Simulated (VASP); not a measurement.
## MgS: single point with HSE06

Crystal: MgS.

```
Mg S
1.0
     3.26282    0.00000    0.00000
     0.00000    3.26282    0.00000
     0.00000    0.00000    3.26282
Mg S
1 1
Direct
  0.00000 0.00000 0.00000
  0.50000 0.50000 0.50000
```

```yaml
Program: VASP 6.6.1
Task: single point
Functional: HSE06
Potentials_or_basis: VASP PAW PBE potentials, release 64 (Mg, S)
Cutoff: 520 eV
k_mesh: 4 × 4 × 4
Occupations: fermi-dirac, width 0.02 eV
Spin: no spin polarisation
Dipole_correction: no
Grid_for_exact_exchange_PRECFOCK: Normal
Further_INCAR_settings: ALGO = Normal; EDIFF = 1e-06; NBANDS = 11
Screening_parameter: 0.2079 1/Å
```

```json
{
  "Pressure": "-0.7 GPa",
  "Band gap on the k mesh": "0.02 eV, direct"
}
```

Levels at points of the mesh, in eV from the valence-band top:
```
           k point  band 1  band 2  band 3  band 4  band 5  band 6  band 7  band 8  band 9
(0.00, 0.00, 0.00)  -15.64   -1.69   -1.69   -1.69    1.48    5.05    5.05   13.71   13.71
(0.50, 0.00, 0.00)  -14.35   -7.49   -0.84   -0.84    4.60    7.28    8.01    8.31    8.31
(0.50, 0.50, 0.00)  -13.29   -5.71   -5.71    0.00    0.02    8.52    9.46    9.46   10.02
(0.50, 0.50, 0.50)  -12.31   -4.31   -4.31   -4.31    2.20    2.20    2.20    6.21   17.85
```

It used 500 s of CPU time on 1 thread of AMD EPYC 7R13 Processor (Zen 3), with other jobs on the host.

Caveat: the k points lie up to 0.48 Å⁻¹ apart; the PAW data sets were made with another functional, which shifts forces and pressure a little. A k mesh can miss the band edges.
